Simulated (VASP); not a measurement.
# MgCdSe (P4/mmm) in VASP: notebook

The runs below take MgCdSe through single point, relaxation of cell and atoms, with PBE.

Everything below comes from runs of VASP 6.6.1. Logs are shortened: lines on timing, memory, paths and dates and some standing lists are left out, and cuts for length are marked.

**1. The cell of the first run**

Symmetry: P4/mmm, No. 123, tetragonal system. Conventional cell: a = 3.935 Å, b = 3.935 Å, c = 5.855 Å, α = 90.00°, β = 90.00°, γ = 90.00°. Within 4.1 Å of Mg (site symmetry 4/mmm) lie 2 Cd at 2.93 Å and 4 Mg at 3.93 Å and 8 Se at 4.04 Å. Cd (site symmetry 4/mmm) has 4 Se at 2.78 Å and 2 Mg at 2.93 Å within 3.7 Å. Within 3.7 Å of Se (site symmetry 4/mmm) lie 4 Cd at 2.78 Å.

The cell was built from a structure type or drawn by symmetry, and may not be a known phase.

**2. Single point, PBE**

INCAR reads:

```
SYSTEM = MgCdSe
  PREC = Accurate
  ENCUT = 520
  EDIFF = 1E-6
  ISMEAR = 0
  SIGMA = 0.1
  LREAL = .FALSE.
  LASPH = .TRUE.
  NELM = 80
  ALGO = Normal
  ISIF = 2
  LWAVE = .FALSE.
  LCHARG = .TRUE.
  GGA = PE
  LELF = .TRUE.
  LVHAR = .TRUE.
  NBANDS = 17
```

KPOINTS reads:

```
regular mesh
0
G
  12 12 8
  0 0 0
```

POSCAR reads:

```
MgCdSe
1.0
    3.9349767986      0.0000000000      0.0000000000
    0.0000000000      3.9349767986      0.0000000000
    0.0000000000      0.0000000000      5.8551650482
Mg Cd Se
1 1 1
Direct
    0.5000000000      0.5000000000      0.5000000000
    0.5000000000      0.5000000000      0.0000000000
    0.0000000000      0.0000000000      0.0000000000
```

Potentials or basis: VASP PAW PBE potentials, release 64 (Mg, Cd, Se).

Run with:

```bash
$ cat potpaw_PBE.64/Mg/POTCAR potpaw_PBE.64/Cd/POTCAR potpaw_PBE.64/Se/POTCAR > POTCAR
$ mpirun -np 1 vasp_std > vasp.out
```

OUTCAR:

```text
SYSTEM = MgCdSe
   PREC = Accurate
   ENCUT = 520
   EDIFF = 1E-6
   ISMEAR = 0
   LREAL = .FALSE.
   LASPH = .TRUE.
   NELM = 80
   ISIF = 2
   GGA = PE

 ion  position               nearest neighbor table
   1  0.500  0.500  0.500-   2 2.93   2 2.93
   2  0.500  0.500  0.000-   3 2.78   3 2.78   3 2.78   3 2.78   1 2.93   1 2.93
   3  0.000  0.000  0.000-   2 2.78   2 2.78   2 2.78   2 2.78

  LATTYP: Found a simple tetragonal cell.
 ALAT       =     3.9349767986
 C/A-ratio  =     1.4879795607

  Lattice vectors:

 A1 = (   3.9349767986,   0.0000000000,   0.0000000000)
 A2 = (   0.0000000000,   3.9349767986,   0.0000000000)
 A3 = (   0.0000000000,   0.0000000000,   5.8551650482)

Analysis of symmetry for initial positions (statically):
=====================================================================
 Subroutine PRICEL returns:
 Original cell was already a primitive cell.

 Routine SETGRP: Setting up the symmetry group for a
 simple tetragonal supercell.

 Subroutine GETGRP returns: Found 16 space group operations
 (whereof 16 operations were pure point group operations)
 out of a pool of 16 trial point group operations.

The static configuration has the point symmetry D_4h.

Analysis of symmetry for dynamics (positions and initial velocities):
=====================================================================
 Subroutine PRICEL returns:
 Original cell was already a primitive cell.

 Routine SETGRP: Setting up the symmetry group for a
 simple tetragonal supercell.

 Subroutine GETGRP returns: Found 16 space group operations
 (whereof 16 operations were pure point group operations)
 out of a pool of 16 trial point group operations.

The dynamic configuration has the point symmetry D_4h.

 Subroutine INISYM returns: Found 16 space group operations
 (whereof 16 operations are pure point group operations),
 and found     1 'primitive' translations

----------------------------------------------------------------------------------------

                                     Primitive cell

  volume of cell :      90.6616

  direct lattice vectors                    reciprocal lattice vectors
     3.934976799  0.000000000  0.000000000     0.254131104  0.000000000  0.000000000
     0.000000000  3.934976799  0.000000000     0.000000000  0.254131104  0.000000000
     0.000000000  0.000000000  5.855165048     0.000000000  0.000000000  0.170789379

  length of vectors
     3.934976799  3.934976799  5.855165048     0.254131104  0.254131104  0.170789379

  position of ions in fractional coordinates (direct lattice)
     0.500000000  0.500000000  0.500000000
     0.500000000  0.500000000  0.000000000
     0.000000000  0.000000000  0.000000000

  ion indices of the primitive-cell ions
   primitive index   ion index
                 1           1
                 2           2
                 3           3

----------------------------------------------------------------------------------------

 KPOINTS: regular mesh

Automatic generation of k-mesh.
 Grid dimensions read from file:
 generate k-points for:   12   12    8

 Generating k-lattice:

  Cartesian coordinates                     Fractional coordinates (reciprocal lattice)
     0.021177592  0.000000000  0.000000000     0.083333333  0.000000000  0.000000000
     0.000000000  0.021177592  0.000000000     0.000000000  0.083333333  0.000000000
     0.000000000  0.000000000  0.021348672     0.000000000  0.000000000  0.125000000

  Length of vectors
     0.021177592  0.021177592  0.021348672

  Shift w.r.t. Gamma in fractional coordinates (k-lattice)
     0.000000000  0.000000000  0.000000000

 Subroutine IBZKPT returns following result:
 ===========================================

 Found    140 irreducible k-points:

 Following reciprocal coordinates:
            Coordinates               Weight
  0.000000  0.000000  0.000000      1.000000
  0.083333  0.000000  0.000000      4.000000
  0.166667  0.000000  0.000000      4.000000
  0.250000  0.000000  0.000000      4.000000
  0.333333  0.000000  0.000000      4.000000
  0.416667  0.000000  0.000000      4.000000
[... 16 lines left out ...]
  0.333333  0.333333  0.000000      4.000000
  0.416667  0.333333  0.000000      8.000000
 [... further k-points ...]
   k-points           NKPTS =    140   k-points in BZ     NKDIM =    140   number of bands    NBANDS=     17
   number of dos      NEDOS =    301   number of ions     NIONS =      3
   total plane-waves  NPLWV =  43200
   dimension x,y,z NGX =    30 NGY =   30 NGZ =   48
   dimension x,y,z NGXF=    60 NGYF=   60 NGZF=   96
   ions per type =               1   1   1
   NGX,Y,Z   is equivalent  to a cutoff of  12.67, 12.67, 13.63 a.u.
   NGXF,Y,Z  is equivalent  to a cutoff of  25.35, 25.35, 27.26 a.u.
 SYSTEM =  MgCdSe
   PREC   = accura    normal or accurate (medium, high low for compatibility)
   ISTART =      0    job   : 0-new  1-cont  2-samecut
   ICHARG =      2    charge: 1-file 2-atom 10-const
   ISPIN  =      1    spin polarized calculation?
   LNONCOLLINEAR =      F non collinear calculations
   LSORBIT =      F    spin-orbit coupling
   LASPH  =      T    aspherical Exc in radial PAW
   ENCUT  =  520.0 eV  38.22 Ry    6.18 a.u.   7.32  7.32 10.89*2*pi/ulx,y,z
   NELM   =     80;   NELMIN=  2; NELMDL= -5     # of ELM steps
   EDIFF  = 0.1E-05   stopping-criterion for ELM
   LREAL  =      F    real-space projection
   EDIFFG = 0.1E-04   stopping-criterion for IOM
   NSW    =      0    number of steps for IOM
   IBRION =     -1    ionic relax: 0-MD 1-quasi-New 2-CG
   NFREE  =      0    steps in history (QN), initial steepest desc. (CG)
   ISIF   =      2    stress and relaxation
   ISYM   =      2    0-nonsym 1-usesym 2-fastsym
   POTIM  = 0.5000    time-step for ionic-motion
   TEBEG  =    0.0;   TEEND  =   0.0 temperature during run
   PSTRESS=    0.0 pullay stress
   NELECT =      20.0000    total number of electrons
   NUPDOWN=      -1.0000    fix difference up-down
   EMIN   =  10.00;   EMAX   =-10.00  energy-range for DOS
   EFERMI =   0.00;   METHOD = LEGACY
   ISMEAR =     0;   SIGMA  =   0.10  broadening in eV -4-tet -1-fermi 0-gaus
   EFERMI_NEDOS =   21; number of points for ismear=-14 and -15
   IALGO  =     38    algorithm
   IMIX   =      4    mixing-type and parameters
     AMIX     =   0.40;   BMIX     =  1.00
     AMIX_MAG =   1.60;   BMIX_MAG =  1.00
  volume/ion in A,a.u.               =      30.22       203.94
  Fermi-wavevector in a.u.,A,eV,Ry     =   0.989184  1.869286 13.313091  0.978485
  Thomas-Fermi vector in A             =   2.120764
   LORBIT       =      0    0 simple, 1 ext, 2 COOP (PROOUT), +10 PAW based schemes
   GGA     = PE    functional components
   LHFCALC =     F    Hartree Fock is set to
   AEXX    =    0.0000 exact exchange contribution
   IVDW    =     0    specifies the selected vdW correction
   LEPSILON=     F    determine dielectric tensor
   LRPA    =     F    only Hartree local field effects (RPA)
 non-spin polarized calculation
 Gauss-broadening in eV      SIGMA  =   0.10
  energy-cutoff  :      520.00
  volume of cell :       90.66
 maximum number of plane-waves:      2478
 NGX is ok and might be reduce to    30
   NGX = 15   NGY = 15   NGZ = 21

 number of electron      20.0000006 magnetization

 Free energy of the ion-electron system (eV)
  ---------------------------------------------------
  ext. energy  EPLUGINS =         0.00000000
  ---------------------------------------------------
  free energy    TOTEN  =        -5.57112134 eV

  energy without entropy =       -5.56601576  energy(sigma->0) =       -5.56856855

 E-fermi :   1.1975     XC(G=0):  -8.3559

 val. band max:        1.1736854475   @ k =   0.0833   0.0833   0.5000
 cond. band min:       1.2285776313   @ k =   0.1667   0.1667   0.3750
 fundamental gap:      0.0548921837
 Fermi energy:         1.1974664786

 k-point     1 :       0.0000    0.0000    0.0000
  band No.  band energies     occupation
      1     -11.6682      2.00000
      2      -7.2525      2.00000
      3      -7.2416      2.00000
      4      -7.1428      2.00000
      5      -7.1378      2.00000
      6      -7.1378      2.00000
[... 9 lines left out ...]
     16       9.9351      0.00000
     17      10.1637      0.00000

 k-point     2 :       0.0833    0.0000    0.0000
  band No.  band energies     occupation
      1     -11.6340      2.00000
      2      -7.2601      2.00000
      3      -7.2335      2.00000
      4      -7.1629      2.00000
      5      -7.1461      2.00000
      6      -7.1371      2.00000
[... 9 lines left out ...]
     16       9.7239      0.00000
     17       9.8914      0.00000

 k-point     3 :       0.1667    0.0000    0.0000
  band No.  band energies     occupation
      1     -11.5369      2.00000
      2      -7.2872      2.00000
      3      -7.2165      2.00000
      4      -7.2089      2.00000
      5      -7.1686      2.00000
      6      -7.1353      2.00000
[... 9 lines left out ...]
     16       9.1782      0.00000
     17       9.4924      0.00000

 k-point     4 :       0.2500    0.0000    0.0000
  band No.  band energies     occupation
      1     -11.3944      2.00000
      2      -7.3360      2.00000
      3      -7.2868      2.00000
      4      -7.1985      2.00000
      5      -7.1749      2.00000
      6      -7.1328      2.00000
[... 9 lines left out ...]
     16       8.8866      0.00000
     17       9.2611      0.00000
[... 343 lines left out ...]
      1     -11.1061      2.00000
      2      -7.3836      2.00000
      3      -7.2320      2.00000
      4      -7.1683      2.00000
      5      -7.0340      2.00000
      6      -6.9941      2.00000
[... 9 lines left out ...]
     16       7.5209      0.00000
     17       8.3332      0.00000

 k-point    23 :       0.3333    0.3333    0.0000
  band No.  band energies     occupation
      1     -11.1526      2.00000
      2      -7.3807      2.00000
      3      -7.2059      2.00000
      4      -7.1901      2.00000
      5      -7.0345      2.00000
      6      -6.9102      2.00000
[... 9 lines left out ...]
     16       7.8231      0.00000
     17       8.4285      0.00000

 k-point    24 :       0.4167    0.3333    0.0000
  band No.  band energies     occupation
      1     -11.1335      2.00000
      2      -7.3522      2.00000
      3      -7.2149      2.00000
      4      -7.1899      2.00000
      5      -6.9988      2.00000
      6      -6.7850      2.00000
[... 9 lines left out ...]
     16       7.1163      0.00000
     17       7.7396      0.00000

 [... further k-points ...]
[... 5 lines left out ...]
  --------------------------------------------------------------------------------------
  -------------------------------------------------------------------------------------
  Total        0.1091458      0.1091458      0.0079941      0.0000000      0.0000000     -0.0000000
  in kB        1.9288314      1.9288314      0.1412726      0.0000000      0.0000000     -0.0000000
  external PRESSURE =       1.3329785 kB  Pullay stress =       0.0000000 kB

 VOLUME and BASIS-vectors are now :
 -----------------------------------------------------------------------------
  energy-cutoff  :      520.00
  volume of cell :       90.66
      direct lattice vectors                 reciprocal lattice vectors
     3.934976799  0.000000000  0.000000000     0.254131104  0.000000000  0.000000000
     0.000000000  3.934976799  0.000000000     0.000000000  0.254131104  0.000000000
     0.000000000  0.000000000  5.855165048     0.000000000  0.000000000  0.170789379

 POSITION                                       TOTAL-FORCE (eV/Angst)
 -----------------------------------------------------------------------------------
      1.96749      1.96749      2.92758         0.000000      0.000000      0.000000
      1.96749      1.96749      0.00000         0.000000      0.000000      0.000000
      0.00000      0.00000      0.00000         0.000000      0.000000      0.000000
 -----------------------------------------------------------------------------------
    total drift:                                0.000000      0.000000      0.000000

  FREE ENERGIE OF THE ION-ELECTRON SYSTEM (eV)
  ---------------------------------------------------
  free  energy   TOTEN  =        -5.5711213441 eV

  energy  without entropy=       -5.5660157599  energy(sigma->0) =       -5.56856855
```

Run time: 2.1 min. Hardware: 1 thread of Intel Xeon Platinum 8488C (Sapphire Rapids), shared host; peak memory 0.39 GiB.

Results:

| Quantity | Value |
| --- | --- |
| Free energy | -5.5711 eV |
| Pressure | 0.1 GPa |
| Band gap on the k mesh | zero (bands 10 and 11 overlap by 0.86 eV) |

Stress tensor (GPa, compression positive):
```
0.19 0.00 0.00
0.00 0.19 0.00
0.00 0.00 0.01
```

**3. Relaxation of cell and atoms, PBE**

This run uses another cell than the first one, of 30.67 Å³/atom.

INCAR reads:

```
PREC     = Accurate       # precision mode
ENCUT    = 600            # plane-wave cutoff, eV
EDIFF    = 1E-6           # SCF threshold, eV
ISMEAR   = 0              # smearing method
SIGMA    = 0.1            # smearing width, eV
LREAL    = F              # projectors in reciprocal space
LASPH    = T              # aspherical terms in the spheres
NELM     = 80             # most SCF steps
ALGO     = Normal         # electronic algorithm
ISIF     = 3              # what is computed and relaxed
LWAVE    = F              # write WAVECAR
LCHARG   = F              # write CHGCAR
GGA      = PE             # functional
IBRION   = 2              # ionic algorithm
NSW      = 100            # ionic steps
EDIFFG   = -0.01          # ionic threshold
```

KPOINTS reads:

```
Automatic mesh
0
Gamma
  12 12 8
```

POSCAR reads:

```
MgCdSe
1.0
    3.9380153731      0.0000000000      0.0000000000
    0.0000000000      3.9380153731      0.0000000000
    0.0000000000      0.0000000000      5.9329614248
Mg Cd Se
1 1 1
Direct
    0.5000000000      0.5000000000      0.5000000000
    0.5000000000      0.5000000000      0.0000000000
    0.0000000000      0.0000000000      0.0000000000
```

Potentials or basis: VASP PAW PBE potentials, release 64 (Mg, Cd, Se).

Run with:

```bash
$ cat potpaw_PBE.64/Mg/POTCAR potpaw_PBE.64/Cd/POTCAR potpaw_PBE.64/Se/POTCAR > POTCAR
$ mpirun -np 1 vasp_std > vasp.out
```

Wall time 6.4 min (1 thread of Intel Xeon Platinum 8488C (Sapphire Rapids), shared host); peak memory 0.45 GiB.

It converged, with:

| Item | Value |
| --- | --- |
| Free energy | -5.5713 eV |
| Relaxed volume | 30.28 Å³/atom |
| Relaxed cell | a = 3.942 Å, b = 3.942 Å, c = 5.847 Å, α = 90.00°, β = 90.00°, γ = 90.00° |
| Space group after relaxing (to 0.1 Å) | P4/mmm (No. 123) |
| Energy gained by relaxing | 0.7 meV/atom |
| Ionic steps | 7 |
| Pressure after relaxing | 0.0 GPa |
| Band gap on the k mesh | zero (bands 10 and 11 overlap by 0.87 eV) |

The path:
| step | energy change (eV) | largest force (eV/Å) | pressure (GPa) | volume (Å³) |
| --- | --- | --- | --- | --- |
| 1 | 0.0000 | 0.0000 | -0.23 | 92.01 |
| 2 | -0.0010 | 0.0000 | -0.06 | 91.43 |
| 3 | -0.0014 | 0.0000 | 0.05 | 91.05 |
| 4 | -0.0012 | 0.0000 | 0.28 | 90.28 |
| 5 | -0.0014 | 0.0000 | 0.11 | 90.80 |
| 6 | -0.0020 | 0.0000 | 0.04 | 90.83 |
| 7 | -0.0021 | 0.0000 | 0.01 | 90.84 |

Final structure:
```xyz
3
Lattice="3.9417 0.0000 0.0000 0.0000 3.9417 0.0000 0.0000 0.0000 5.8467" Properties=species:S:1:pos:R:3 pbc="T T T"
Mg    1.9709    1.9709    2.9234
Cd    1.9709    1.9709    0.0000
Se    0.0000    0.0000    0.0000
```

Levels at points of the mesh, in eV from the Fermi level:
| k point | band 6 | band 7 | band 8 | band 9 | band 10 | band 11 | band 12 | band 13 | band 14 |
| --- | --- | --- | --- | --- | --- | --- | --- | --- | --- |
| (0.00, 0.00, 0.00) | -8.34 | -2.91 | -2.85 | -1.71 | -1.71 | 0.64 | 2.88 | 5.50 | 6.25 |
| (0.50, 0.00, 0.00) | -8.30 | -5.42 | -1.44 | -0.15 | 0.26 | 0.60 | 0.69 | 4.33 | 4.70 |
| (0.50, 0.50, 0.00) | -7.61 | -3.85 | -3.85 | -2.29 | -1.15 | 2.05 | 2.59 | 2.59 | 3.49 |
| (0.00, 0.00, 0.50) | -8.34 | -4.16 | -1.68 | -1.68 | -1.37 | 0.28 | 5.14 | 5.25 | 5.89 |
| (0.50, 0.00, 0.50) | -8.29 | -5.21 | -1.98 | -1.75 | -0.14 | 2.42 | 3.27 | 3.28 | 5.27 |
| (0.50, 0.50, 0.50) | -7.61 | -3.78 | -3.78 | -1.82 | -1.39 | -0.10 | 1.82 | 1.82 | 5.91 |
